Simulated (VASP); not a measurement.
# Os in VASP: further runs

The runs below take Os through single point, with PBEsol.

Program: VASP 6.6.1. These are calculated values, not measurements. Logs are shortened: lines on timing, memory, paths and dates and some standing lists are left out, and cuts for length are marked.

**1. The cell of the first run**

Symmetry: Fm-3m, No. 225, cubic system. The conventional cell has a = 3.941 Å, b = 3.941 Å, c = 3.941 Å, α = 90.00°, β = 90.00°, γ = 90.00°. Within 3.7 Å of Os (site symmetry m-3m) lie 12 Os at 2.79 Å.

**2. Single point, PBEsol (volume scaled by 1.04)**

INCAR

```
SYSTEM = Os
  ALGO = Normal
  EDIFF = 1E-6
  ENCUT = 600
  GGA = PS
  GGA_COMPAT = .FALSE.
  ISIF = 2
  ISMEAR = -1
  LASPH = .TRUE.
  LCHARG = .TRUE.
  LELF = .TRUE.
  LREAL = .FALSE.
  LVHAR = .TRUE.
  LWAVE = .FALSE.
  NBANDS = 10
  NELM = 120
  PREC = Accurate
  SIGMA = 0.05
```

KPOINTS

```
k-points
0
G
  14 14 14
  0 0 0
```

POSCAR

```
Os
1.0
    0.0000000000      1.9705950404      1.9705950404
    1.9705950404      0.0000000000      1.9705950404
    1.9705950404      1.9705950404      0.0000000000
Os
1
Direct
    0.0000000000      0.0000000000      0.0000000000
```

Potentials or basis: VASP PAW PBE potentials, release 64 (Os).

Run with:

```sh
> cat potpaw_PBE.64/Os/POTCAR > POTCAR
> mpirun -np 1 vasp_std > vasp.out
```

OUTCAR:

```text
SYSTEM = Os
   EDIFF = 1E-6
   ENCUT = 600
   GGA = PS
   ISIF = 2
   ISMEAR = -1
   LASPH = .TRUE.
   LREAL = .FALSE.
   NELM = 120
   PREC = Accurate

 ion  position               nearest neighbor table
   1  0.000  0.000  0.000-

  LATTYP: Found a face centered cubic cell.
 ALAT       =     3.9411900808

  Lattice vectors:

 A1 = (   0.0000000000,   1.9705950404,   1.9705950404)
 A2 = (   1.9705950404,   0.0000000000,   1.9705950404)
 A3 = (   1.9705950404,   1.9705950404,   0.0000000000)

Analysis of symmetry for initial positions (statically):
=====================================================================
 Subroutine PRICEL returns:
 Original cell was already a primitive cell.

 Routine SETGRP: Setting up the symmetry group for a
 face centered cubic supercell.

 Subroutine GETGRP returns: Found 48 space group operations
 (whereof 48 operations were pure point group operations)
 out of a pool of 48 trial point group operations.

The static configuration has the point symmetry O_h .

Analysis of symmetry for dynamics (positions and initial velocities):
=====================================================================
 Subroutine PRICEL returns:
 Original cell was already a primitive cell.

 Routine SETGRP: Setting up the symmetry group for a
 face centered cubic supercell.

 Subroutine GETGRP returns: Found 48 space group operations
 (whereof 48 operations were pure point group operations)
 out of a pool of 48 trial point group operations.

The dynamic configuration has the point symmetry O_h .

 Subroutine INISYM returns: Found 48 space group operations
 (whereof 48 operations are pure point group operations),
 and found     1 'primitive' translations

----------------------------------------------------------------------------------------

                                     Primitive cell

  volume of cell :      15.3046

  direct lattice vectors                    reciprocal lattice vectors
     0.000000000  1.970595040  1.970595040    -0.253730467  0.253730467  0.253730467
     1.970595040  0.000000000  1.970595040     0.253730467 -0.253730467  0.253730467
     1.970595040  1.970595040  0.000000000     0.253730467  0.253730467 -0.253730467

  length of vectors
     2.786842232  2.786842232  2.786842232     0.439474060  0.439474060  0.439474060

  position of ions in fractional coordinates (direct lattice)
     0.000000000  0.000000000  0.000000000

  ion indices of the primitive-cell ions
   primitive index   ion index
                 1           1

----------------------------------------------------------------------------------------

 KPOINTS: k-points

Automatic generation of k-mesh.
 Grid dimensions read from file:
 generate k-points for:   14   14   14

 Generating k-lattice:

  Cartesian coordinates                     Fractional coordinates (reciprocal lattice)
    -0.018123605  0.018123605  0.018123605     0.071428571  0.000000000  0.000000000
     0.018123605 -0.018123605  0.018123605     0.000000000  0.071428571  0.000000000
     0.018123605  0.018123605 -0.018123605     0.000000000  0.000000000  0.071428571

  Length of vectors
     0.031391004  0.031391004  0.031391004

  Shift w.r.t. Gamma in fractional coordinates (k-lattice)
     0.000000000  0.000000000  0.000000000

 Subroutine IBZKPT returns following result:
 ===========================================

 Found    104 irreducible k-points:

 Following reciprocal coordinates:
            Coordinates               Weight
  0.000000  0.000000  0.000000      1.000000
  0.071429  0.000000  0.000000      8.000000
  0.142857  0.000000  0.000000      8.000000
  0.214286  0.000000  0.000000      8.000000
  0.285714  0.000000  0.000000      8.000000
  0.357143  0.000000  0.000000      8.000000
[... 16 lines left out ...]
  0.214286  0.142857  0.000000     24.000000
  0.285714  0.142857  0.000000     24.000000
 [... further k-points ...]
   k-points           NKPTS =    104   k-points in BZ     NKDIM =    104   number of bands    NBANDS=     10
   number of dos      NEDOS =    301   number of ions     NIONS =      1
   total plane-waves  NPLWV =  13824
   dimension x,y,z NGX =    24 NGY =   24 NGZ =   24
   dimension x,y,z NGXF=    48 NGYF=   48 NGZF=   48
   ions per type =               1
   NGX,Y,Z   is equivalent  to a cutoff of  14.32, 14.32, 14.32 a.u.
   NGXF,Y,Z  is equivalent  to a cutoff of  28.63, 28.63, 28.63 a.u.
 SYSTEM =  Os
   PREC   = accura    normal or accurate (medium, high low for compatibility)
   ISTART =      0    job   : 0-new  1-cont  2-samecut
   ICHARG =      2    charge: 1-file 2-atom 10-const
   ISPIN  =      1    spin polarized calculation?
   LNONCOLLINEAR =      F non collinear calculations
   LSORBIT =      F    spin-orbit coupling
   LASPH  =      T    aspherical Exc in radial PAW
   ENCUT  =  600.0 eV  44.10 Ry    6.64 a.u.   5.57  5.57  5.57*2*pi/ulx,y,z
   NELM   =    120;   NELMIN=  2; NELMDL= -5     # of ELM steps
   EDIFF  = 0.1E-05   stopping-criterion for ELM
   LREAL  =      F    real-space projection
   EDIFFG = 0.1E-04   stopping-criterion for IOM
   NSW    =      0    number of steps for IOM
   IBRION =     -1    ionic relax: 0-MD 1-quasi-New 2-CG
   NFREE  =      0    steps in history (QN), initial steepest desc. (CG)
   ISIF   =      2    stress and relaxation
   ISYM   =      2    0-nonsym 1-usesym 2-fastsym
   POTIM  = 0.5000    time-step for ionic-motion
   TEBEG  =    0.0;   TEEND  =   0.0 temperature during run
   PSTRESS=    0.0 pullay stress
   NELECT =       8.0000    total number of electrons
   NUPDOWN=      -1.0000    fix difference up-down
   EMIN   =  10.00;   EMAX   =-10.00  energy-range for DOS
   EFERMI =   0.00;   METHOD = LEGACY
   ISMEAR =    -1;   SIGMA  =   0.05  broadening in eV -4-tet -1-fermi 0-gaus
   EFERMI_NEDOS =   21; number of points for ismear=-14 and -15
   IALGO  =     38    algorithm
   IMIX   =      4    mixing-type and parameters
     AMIX     =   0.40;   BMIX     =  1.00
     AMIX_MAG =   1.60;   BMIX_MAG =  1.00
  volume/ion in A,a.u.               =      15.30       103.28
  Fermi-wavevector in a.u.,A,eV,Ry     =   1.318755  2.492086 23.662092  1.739115
  Thomas-Fermi vector in A             =   2.448702
   LORBIT       =      0    0 simple, 1 ext, 2 COOP (PROOUT), +10 PAW based schemes
   GGA     = PS    functional components
   LHFCALC =     F    Hartree Fock is set to
   AEXX    =    0.0000 exact exchange contribution
   IVDW    =     0    specifies the selected vdW correction
   LEPSILON=     F    determine dielectric tensor
   LRPA    =     F    only Hartree local field effects (RPA)
 non-spin polarized calculation
  energy-cutoff  :      600.00
  volume of cell :       15.30
 maximum number of plane-waves:       533
 NGX is ok and might be reduce to    24
   NGX = 11   NGY = 11   NGZ = 11

 number of electron       8.0000001 magnetization

 Free energy of the ion-electron system (eV)
  ---------------------------------------------------
  ext. energy  EPLUGINS =         0.00000000
  ---------------------------------------------------
  free energy    TOTEN  =       -11.95297679 eV

  energy without entropy =      -11.94213147  energy(sigma->0) =      -11.94755413

 E-fermi :   7.8442     XC(G=0): -13.6443

 val. band max:        7.8412954192   @ k =   0.0714   0.0000   0.0000
 cond. band min:       7.8499325487   @ k =  -0.4286   0.3571   0.1429
 fundamental gap:      0.0086371295
 Fermi energy:         7.8441626640

 k-point     1 :       0.0000    0.0000    0.0000
  band No.  band energies     occupation
      1      -2.1915      2.00000
      2       5.2420      2.00000
      3       5.2420      2.00000
      4       5.2420      2.00000
      5       7.9053      0.45510
      6       7.9053      0.45510
      7      22.1889      0.00000
      8      27.4589      0.00000
      9      27.4589      0.00000
     10      27.4589      0.00000

 k-point     2 :       0.0714    0.0000    0.0000
  band No.  band energies     occupation
      1      -1.9752      2.00000
      2       5.1180      2.00000
      3       5.3375      2.00000
      4       5.3375      2.00000
      5       7.8413      1.02867
      6       7.8413      1.02866
      7      22.5777      0.00000
      8      26.3591      0.00000
      9      27.8300      0.00000
     10      27.8300      0.00000

 k-point     3 :       0.1429    0.0000    0.0000
  band No.  band energies     occupation
      1      -1.3627      2.00000
      2       4.8297      2.00000
      3       5.5587      2.00000
      4       5.5587      2.00000
      5       7.7398      1.77923
      6       7.7398      1.77923
      7      23.5466      0.00000
      8      24.5373      0.00000
      9      28.8886      0.00000
     10      28.8886      0.00000

 k-point     4 :       0.2143    0.0000    0.0000
  band No.  band energies     occupation
      1      -0.4876      2.00000
      2       4.6042      2.00000
      3       5.6949      2.00000
      4       5.6949      2.00000
      5       7.8606      0.83743
      6       7.8606      0.83743
      7      22.5594      0.00000
      8      24.6862      0.00000
      9      30.4591      0.00000
     10      30.4591      0.00000

 k-point     5 :       0.2857    0.0000    0.0000
  band No.  band energies     occupation
      1       0.3530      2.00000
      2       4.7933      2.00000
      3       5.5868      2.00000
      4       5.5868      2.00000
      5       8.3815      0.00004
      6       8.3815      0.00004
      7      20.7140      0.00000
      8      24.3121      0.00000
      9      31.3848      0.00000
     10      31.3849      0.00000

 k-point     6 :       0.3571    0.0000    0.0000
  band No.  band energies     occupation
      1       0.8139      2.00000
      2       5.3639      2.00000
      3       5.3639      2.00000
      4       5.6913      2.00000
      5       9.1150      0.00000
      6       9.1150      0.00000
      7      18.6800      0.00000
      8      22.9459      0.00000
      9      29.4690      0.00000
     10      29.4690      0.00000

 k-point     7 :       0.4286    0.0000    0.0000
  band No.  band energies     occupation
      1       0.9325      2.00000
      2       5.1821      2.00000
      3       5.1821      2.00000
      4       6.9867      2.00000
      5       9.7494      0.00000
      6       9.7494      0.00000
      7      16.6947      0.00000
      8      21.9964      0.00000
      9      27.9072      0.00000
     10      27.9072      0.00000

 k-point     8 :       0.5000    0.0000    0.0000
  band No.  band energies     occupation
      1       0.9425      2.00000
      2       5.1148      2.00000
      3       5.1148      2.00000
      4       7.6821      1.92467
      5      10.0030      0.00000
      6      10.0030      0.00000
      7      15.7595      0.00000
      8      21.6902      0.00000
      9      27.3377      0.00000
     10      27.3377      0.00000

 k-point     9 :       0.0714    0.0714    0.0000
  band No.  band energies     occupation
      1      -1.9027      2.00000
      2       5.0102      2.00000
      3       5.4084      2.00000
      4       5.4084      2.00000
      5       7.6351      1.96992
      6       7.9940      0.09517
      7      22.7131      0.00000
      8      26.6525      0.00000
      9      27.5809      0.00000
     10      27.5809      0.00000
[... 118 lines left out ...]
 k-point    19 :      -0.2143    0.0714    0.0000
  band No.  band energies     occupation
      1      -0.0018      2.00000
      2       4.4343      2.00000
      3       5.6616      2.00000
      4       5.8393      2.00000
      5       7.4676      1.99893
      6       8.5810      0.00000
      7      22.1537      0.00000
      8      25.0126      0.00000
      9      29.1767      0.00000
     10      30.3345      0.00000

 k-point    20 :      -0.1429    0.0714    0.0000
  band No.  band energies     occupation
      1      -0.9100      2.00000
      2       4.5919      2.00000
      3       5.6998      2.00000
      4       5.7406      2.00000
      5       7.3276      1.99993
      6       8.1169      0.00852
      7      23.8569      0.00000
      8      24.3610      0.00000
      9      28.2304      0.00000
     10      30.3316      0.00000

 k-point    21 :      -0.0714    0.0714    0.0000
  band No.  band energies     occupation
      1      -1.6248      2.00000
      2       4.9028      2.00000
      3       5.4742      2.00000
      4       5.5233      2.00000
      5       7.5709      1.99157
      6       7.9476      0.22443
      7      23.1849      0.00000
      8      25.4659      0.00000
      9      27.6837      0.00000
     10      28.7745      0.00000

 k-point    22 :       0.1429    0.1429    0.0000
  band No.  band energies     occupation
      1      -1.0795      2.00000
      2       4.4126      2.00000
      3       5.9018      2.00000
      4       5.9018      2.00000
      5       6.9391      2.00000
      6       8.2486      0.00061
      7      24.1673      0.00000
      8      25.8040      0.00000
      9      27.6803      0.00000
     10      27.6803      0.00000

 k-point    23 :       0.2143    0.1429    0.0000
  band No.  band energies     occupation
      1      -0.3998      2.00000
      2       4.0668      2.00000
      3       6.0112      2.00000
      4       6.2102      2.00000
      5       6.8531      2.00000
      6       8.4446      0.00001
      7      24.6402      0.00000
      8      25.2498      0.00000
      9      27.7249      0.00000
     10      28.2932      0.00000

 k-point    24 :       0.2857    0.1429    0.0000
  band No.  band energies     occupation
      1       0.4712      2.00000
      2       3.8626      2.00000
      3       5.5669      2.00000
      4       6.3266      2.00000
      5       7.6139      1.98021
      6       8.8457      0.00000
      7      22.7812      0.00000
      8      25.7465      0.00000
      9      27.6672      0.00000
     10      28.6379      0.00000

 [... further k-points ...]
[... 5 lines left out ...]
  --------------------------------------------------------------------------------------
  -------------------------------------------------------------------------------------
  Total       -3.0188814     -3.0188814     -3.0188814      0.0000000      0.0000000     -0.0000000
  in kB     -316.0344912   -316.0344912   -316.0344912      0.0000000      0.0000000     -0.0000000
  external PRESSURE =    -316.0344912 kB  Pullay stress =       0.0000000 kB

 VOLUME and BASIS-vectors are now :
 -----------------------------------------------------------------------------
  energy-cutoff  :      600.00
  volume of cell :       15.30
      direct lattice vectors                 reciprocal lattice vectors
     0.000000000  1.970595040  1.970595040    -0.253730467  0.253730467  0.253730467
     1.970595040  0.000000000  1.970595040     0.253730467 -0.253730467  0.253730467
     1.970595040  1.970595040  0.000000000     0.253730467  0.253730467 -0.253730467

 POSITION                                       TOTAL-FORCE (eV/Angst)
 -----------------------------------------------------------------------------------
      0.00000      0.00000      0.00000        -0.000000      0.000000     -0.000000
 -----------------------------------------------------------------------------------
    total drift:                               -0.000000      0.000000     -0.000000

  FREE ENERGIE OF THE ION-ELECTRON SYSTEM (eV)
  ---------------------------------------------------
  free  energy   TOTEN  =       -11.9529767890 eV

  energy  without entropy=      -11.9421314715  energy(sigma->0) =      -11.94755413
```

Run time: 8.2 s. Hardware: 1 thread of Intel Xeon Platinum 8559C (Emerald Rapids), shared host; peak memory 0.15 GiB.

Results:

```
Free energy            : -11.9530 eV
Pressure               : -31.6 GPa
Band gap on the k mesh : zero (band 4 reaches 10.04 eV, above the bottom of band 5 at 6.70 eV)
```

Caveat: the PAW data sets were made with another functional, which shifts forces and pressure a little; spin-orbit coupling is left out, which moves the levels of the heavy elements.

**3. Single point, PBEsol (equal xy, yz and zx shear strains of -2 %)**

INCAR

```
SYSTEM = Os
PREC = Accurate
ENCUT = 520
EDIFF = 1E-7
ISMEAR = -1
SIGMA = 0.05
LREAL = .False.
LASPH = .True.
NELM = 60
ALGO = Normal
ISIF = 2
LWAVE = .False.
LCHARG = .False.
GGA = PS
NBANDS = 10
```

KPOINTS

```
regular mesh
0
Gamma
  14 14 14
  0 0 0
```

POSCAR

```
Os
1.0
   -0.0389000000      1.9255500000      1.9255500000
    1.9255500000     -0.0389000000      1.9255500000
    1.9255500000      1.9255500000     -0.0389000000
Os
1
Direct
    0.0000000000      0.0000000000      0.0000000000
```

Potentials or basis: VASP PAW PBE potentials, release 64 (Os).

Run with:

```sh
> cat potpaw_PBE.64/Os/POTCAR > POTCAR
> mpirun -np 1 vasp_std > vasp.out
```

Wall time 21 s (1 thread of Intel Xeon 6975P-C, shared host); peak memory 0.16 GiB.

It converged, with:

| Quantity | Value |
| --- | --- |
| Free energy | -12.0345 eV |
| Pressure | -19.5 GPa |
| Band gap on the k mesh | zero (band 4 reaches 10.68 eV, above the bottom of band 5 at 7.25 eV) |

Stress tensor (GPa, compression positive):
```
-19.46   5.00   5.00
  5.00 -19.46   5.00
  5.00   5.00 -19.46
```

Levels at points of the mesh, in eV from the Fermi level:
```
           k point  band 2  band 3  band 4  band 5  band 6  band 7
(0.00, 0.00, 0.00)   -2.95   -2.95   -2.42    0.09    0.09   14.32
(0.50, 0.00, 0.00)   -3.15   -2.60   -0.30    2.08    2.44    8.26
(0.50, 0.50, 0.00)   -6.39    2.23    2.27    2.92    2.99   11.50
(0.50, 0.50, 0.50)   -3.00   -3.00    0.13    2.42    2.42    8.85
```

Caveat: the cell differs from its parent crystal (equal xy, yz and zx shear strains of -2 %); the PAW data sets were made with another functional, which shifts forces and pressure a little; spin-orbit coupling is left out, which moves the levels of the heavy elements.
